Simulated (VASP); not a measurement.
# Pt in VASP: single point with PBE

Aim: the single point of Pt with PBE.

Everything below comes from runs of VASP 6.6.1. Logs are shortened: lines on timing, memory, paths and dates and some standing lists are left out, and cuts for length are marked.

## 1. The cell of the first run

The typed cell holds 1 atom: a = 2.692 Å, b = 2.692 Å, c = 3.108 Å, α = 54.73°, β = 54.73°, γ = 70.53°.

This isn't the form of Pt at room conditions, which is fcc.

## 2. Single point, PBE

File INCAR:

```
SYSTEM = Pt
PREC = Accurate
ENCUT = 520
EDIFF = 1E-6
ISMEAR = 0
SIGMA = 0.15
LREAL = .False.
LASPH = .True.
NELM = 60
ALGO = Fast
ISIF = 2
LWAVE = .False.
LCHARG = .False.
GGA = PE
NBANDS = 11
```

File KPOINTS:

```
regular mesh
0
Gamma
  24 24 24
  0 0 0
```

File POSCAR:

```
Pt
1.0
    0.0000000000      2.1977790799      1.5538298095
    2.1977790799      0.0000000000      1.5538298095
    2.1977790799      2.1977790799      0.0000000000
Pt
1
Direct
    0.0000000000      0.0000000000      0.0000000000
```

Potentials or basis: VASP PAW PBE potentials, release 64 (Pt).

On the command line:

```sh
> cat potpaw_PBE.64/Pt/POTCAR > POTCAR
> mpirun -np 1 vasp_std > vasp.out
```

OUTCAR:

```text
SYSTEM = Pt
   PREC = Accurate
   ENCUT = 520
   EDIFF = 1E-6
   ISMEAR = 0
   LREAL = .False.
   LASPH = .True.
   NELM = 60
   ISIF = 2
   GGA = PE

 ion  position               nearest neighbor table
   1  0.000  0.000  0.000-

  LATTYP: Found a body centered tetragonal cell.
 ALAT       =     3.1081289819
 C/A-ratio  =     0.9998489886

  Lattice vectors:

 A1 = (   0.0000000000,  -2.1977790799,  -1.5538298095)
 A2 = (   0.0000000000,   2.1977790799,  -1.5538298095)
 A3 = (   2.1977790799,   0.0000000000,   1.5538298095)

Analysis of symmetry for initial positions (statically):
=====================================================================
 Subroutine PRICEL returns:
 Original cell was already a primitive cell.

 Routine SETGRP: Setting up the symmetry group for a
 body centered tetragonal supercell.

 Subroutine GETGRP returns: Found 16 space group operations
 (whereof 16 operations were pure point group operations)
 out of a pool of 16 trial point group operations.

The static configuration has the point symmetry D_4h.

Analysis of symmetry for dynamics (positions and initial velocities):
=====================================================================
 Subroutine PRICEL returns:
 Original cell was already a primitive cell.

 Routine SETGRP: Setting up the symmetry group for a
 body centered tetragonal supercell.

 Subroutine GETGRP returns: Found 16 space group operations
 (whereof 16 operations were pure point group operations)
 out of a pool of 16 trial point group operations.

The dynamic configuration has the point symmetry D_4h.

 Subroutine INISYM returns: Found 16 space group operations
 (whereof 16 operations are pure point group operations),
 and found     1 'primitive' translations

----------------------------------------------------------------------------------------

                                     Primitive cell

  volume of cell :      15.0107

  direct lattice vectors                    reciprocal lattice vectors
     0.000000000  2.197779080  1.553829810    -0.227502393  0.227502393  0.321785563
     2.197779080  0.000000000  1.553829810     0.227502393 -0.227502393  0.321785563
     2.197779080  2.197779080  0.000000000     0.227502393  0.227502393 -0.321785563

  length of vectors
     2.691583170  2.691583170  3.108128982     0.455039148  0.455039148  0.455039148

  position of ions in fractional coordinates (direct lattice)
     0.000000000  0.000000000  0.000000000

  ion indices of the primitive-cell ions
   primitive index   ion index
                 1           1

----------------------------------------------------------------------------------------

 KPOINTS: regular mesh

Automatic generation of k-mesh.
 Grid dimensions read from file:
 generate k-points for:   24   24   24

 Generating k-lattice:

  Cartesian coordinates                     Fractional coordinates (reciprocal lattice)
    -0.009479266  0.009479266  0.013407732     0.041666667  0.000000000  0.000000000
     0.009479266 -0.009479266  0.013407732     0.000000000  0.041666667  0.000000000
     0.009479266  0.009479266 -0.013407732    -0.000000000 -0.000000000  0.041666667

  Length of vectors
     0.018959964  0.018959964  0.018959964

  Shift w.r.t. Gamma in fractional coordinates (k-lattice)
     0.000000000  0.000000000  0.000000000

 Subroutine IBZKPT returns following result:
 ===========================================

 Found   1063 irreducible k-points:

 Following reciprocal coordinates:
            Coordinates               Weight
  0.000000  0.000000  0.000000      1.000000
  0.041667  0.000000  0.000000      8.000000
  0.083333  0.000000  0.000000      8.000000
  0.125000  0.000000  0.000000      8.000000
  0.166667  0.000000  0.000000      8.000000
  0.208333  0.000000  0.000000      8.000000
[... 16 lines left out ...]
  0.416667  0.041667  0.000000      8.000000
  0.458333  0.041667  0.000000      8.000000
 [... further k-points ...]
   k-points           NKPTS =   1063   k-points in BZ     NKDIM =   1063   number of bands    NBANDS=     11
   number of dos      NEDOS =    301   number of ions     NIONS =      1
   total plane-waves  NPLWV =   9600
   dimension x,y,z NGX =    20 NGY =   20 NGZ =   24
   dimension x,y,z NGXF=    40 NGYF=   40 NGZF=   48
   ions per type =               1
   NGX,Y,Z   is equivalent  to a cutoff of  12.35, 12.35, 12.84 a.u.
   NGXF,Y,Z  is equivalent  to a cutoff of  24.71, 24.71, 25.67 a.u.
 SYSTEM =  Pt
   PREC   = accura    normal or accurate (medium, high low for compatibility)
   ISTART =      0    job   : 0-new  1-cont  2-samecut
   ICHARG =      2    charge: 1-file 2-atom 10-const
   ISPIN  =      1    spin polarized calculation?
   LNONCOLLINEAR =      F non collinear calculations
   LSORBIT =      F    spin-orbit coupling
   LASPH  =      T    aspherical Exc in radial PAW
   ENCUT  =  520.0 eV  38.22 Ry    6.18 a.u.   5.00  5.00  5.78*2*pi/ulx,y,z
   NELM   =     60;   NELMIN=  2; NELMDL= -5     # of ELM steps
   EDIFF  = 0.1E-05   stopping-criterion for ELM
   LREAL  =      F    real-space projection
   EDIFFG = 0.1E-04   stopping-criterion for IOM
   NSW    =      0    number of steps for IOM
   IBRION =     -1    ionic relax: 0-MD 1-quasi-New 2-CG
   NFREE  =      0    steps in history (QN), initial steepest desc. (CG)
   ISIF   =      2    stress and relaxation
   ISYM   =      2    0-nonsym 1-usesym 2-fastsym
   POTIM  = 0.5000    time-step for ionic-motion
   TEBEG  =    0.0;   TEEND  =   0.0 temperature during run
   PSTRESS=    0.0 pullay stress
   NELECT =      10.0000    total number of electrons
   NUPDOWN=      -1.0000    fix difference up-down
   EMIN   =  10.00;   EMAX   =-10.00  energy-range for DOS
   EFERMI =   0.00;   METHOD = LEGACY
   ISMEAR =     0;   SIGMA  =   0.15  broadening in eV -4-tet -1-fermi 0-gaus
   EFERMI_NEDOS =   21; number of points for ismear=-14 and -15
   IALGO  =     68    algorithm
   IMIX   =      4    mixing-type and parameters
     AMIX     =   0.40;   BMIX     =  1.00
     AMIX_MAG =   1.60;   BMIX_MAG =  1.00
  volume/ion in A,a.u.               =      15.01       101.30
  Fermi-wavevector in a.u.,A,eV,Ry     =   1.429797  2.701924 27.814648  2.044319
  Thomas-Fermi vector in A             =   2.549712
   LORBIT       =      0    0 simple, 1 ext, 2 COOP (PROOUT), +10 PAW based schemes
   GGA     = PE    functional components
   LHFCALC =     F    Hartree Fock is set to
   AEXX    =    0.0000 exact exchange contribution
   IVDW    =     0    specifies the selected vdW correction
   LEPSILON=     F    determine dielectric tensor
   LRPA    =     F    only Hartree local field effects (RPA)
 non-spin polarized calculation
 RMM-DIIS sequential band-by-band and
 Gauss-broadening in eV      SIGMA  =   0.15
  energy-cutoff  :      520.00
  volume of cell :       15.01
 maximum number of plane-waves:       420
   NGX =  9   NGY =  9   NGZ = 11

 number of electron      10.0000001 magnetization

 Free energy of the ion-electron system (eV)
  ---------------------------------------------------
  ext. energy  EPLUGINS =         0.00000000
  ---------------------------------------------------
  free energy    TOTEN  =        -5.97263909 eV

  energy without entropy =       -5.96052051  energy(sigma->0) =       -5.96657980

 E-fermi :  11.1464     XC(G=0): -13.5103

 val. band max:       11.1422794124   @ k =  -0.4167   0.2917   0.1667
 cond. band min:      11.1553571777   @ k =  -0.2083   0.3750   0.2917
 fundamental gap:      0.0130777653
 Fermi energy:        11.1463595111

 k-point     1 :       0.0000    0.0000    0.0000
  band No.  band energies     occupation
      1       1.0998      2.00000
      2       7.3711      2.00000
      3       7.3725      2.00000
      4       7.3725      2.00000
      5      10.0478      2.00000
      6      10.0496      2.00000
      7      28.2093      0.00000
      8      28.2093      0.00000
      9      28.2123      0.00000
     10      38.9006      0.00000
     11      38.9031      0.00000

 k-point     2 :       0.0417    0.0000    0.0000
  band No.  band energies     occupation
      1       1.1745      2.00000
      2       7.3411      2.00000
      3       7.3724      2.00000
      4       7.4329      2.00000
      5      10.0075      2.00000
      6      10.0502      2.00000
      7      28.2516      0.00000
      8      28.2898      0.00000
      9      28.3215      0.00000
     10      37.5792      0.00000
     11      38.1371      0.00000

 k-point     3 :       0.0833    0.0000    0.0000
  band No.  band energies     occupation
      1       1.3953      2.00000
      2       7.2522      2.00000
      3       7.3693      2.00000
      4       7.6144      2.00000
      5       9.8973      2.00000
      6      10.0565      2.00000
      7      28.3488      0.00000
      8      28.4796      0.00000
      9      28.6535      0.00000
     10      36.1405      0.00000
     11      36.8052      0.00000

 k-point     4 :       0.1250    0.0000    0.0000
  band No.  band energies     occupation
      1       1.7504      2.00000
      2       7.1140      2.00000
      3       7.3569      2.00000
      4       7.9120      2.00000
      5       9.7577      2.00000
      6      10.0690      2.00000
      7      28.4185      0.00000
      8      28.6189      0.00000
      9      29.1926      0.00000
     10      35.0048      0.00000
     11      35.4328      0.00000
[... 239 lines left out ...]
 k-point    22 :       0.3750    0.0417    0.0000
  band No.  band energies     occupation
      1       4.1508      2.00000
      2       6.0907      2.00000
      3       8.6948      2.00000
      4       9.8591      2.00000
      5      10.5772      2.00000
      6      11.2795      0.20925
      7      21.0157      0.00000
      8      25.3798      0.00000
      9      29.1129      0.00000
     10      35.3353      0.00000
     11      35.3930      0.00000

 k-point    23 :       0.4167    0.0417    0.0000
  band No.  band energies     occupation
      1       4.1587      2.00000
      2       5.9825      2.00000
      3       9.2328      2.00000
      4       9.9561      2.00000
      5      10.9971      1.84069
      6      11.8031      0.00000
      7      19.4983      0.00000
      8      24.9257      0.00000
      9      28.1408      0.00000
     10      35.3595      0.00000
     11      36.2416      0.00000

 k-point    24 :       0.4583    0.0417    0.0000
  band No.  band energies     occupation
      1       4.1401      2.00000
      2       5.9155      2.00000
      3       9.5867      2.00000
      4       9.9296      2.00000
      5      11.5732      0.00006
      6      12.1598      0.00000
      7      18.3395      0.00000
      8      24.6446      0.00000
      9      27.5077      0.00000
     10      35.2348      0.00000
     11      36.8999      0.00000

 [... further k-points ...]
[... 5 lines left out ...]
  --------------------------------------------------------------------------------------
  -------------------------------------------------------------------------------------
  Total        1.3276869      1.3276869      1.3261978      0.0000000      0.0000000      0.0000000
  in kB      141.7113841    141.7113841    141.5524394      0.0000000      0.0000000      0.0000000
  external PRESSURE =     141.6584026 kB  Pullay stress =       0.0000000 kB

 VOLUME and BASIS-vectors are now :
 -----------------------------------------------------------------------------
  energy-cutoff  :      520.00
  volume of cell :       15.01
      direct lattice vectors                 reciprocal lattice vectors
     0.000000000  2.197779080  1.553829810    -0.227502393  0.227502393  0.321785563
     2.197779080  0.000000000  1.553829810     0.227502393 -0.227502393  0.321785563
     2.197779080  2.197779080  0.000000000     0.227502393  0.227502393 -0.321785563

 POSITION                                       TOTAL-FORCE (eV/Angst)
 -----------------------------------------------------------------------------------
      0.00000      0.00000      0.00000         0.000000      0.000000      0.000000
 -----------------------------------------------------------------------------------
    total drift:                                0.000000     -0.000000     -0.000000

  FREE ENERGIE OF THE ION-ELECTRON SYSTEM (eV)
  ---------------------------------------------------
  free  energy   TOTEN  =        -5.9726390897 eV

  energy  without entropy=       -5.9605205113  energy(sigma->0) =       -5.96657980
```

Wall time 62 s (1 thread of Intel Xeon 6975P-C (Granite Rapids), shared host); peak memory 0.28 GiB.

Results:

* Free energy: -5.9726 eV
* Pressure: 14.2 GPa
* Band gap on the k mesh: zero (bands 5 and 6 overlap by 2.38 eV)

Caveat: the cell stands under pressure; spin-orbit coupling is left out, which moves the levels of the heavy elements.
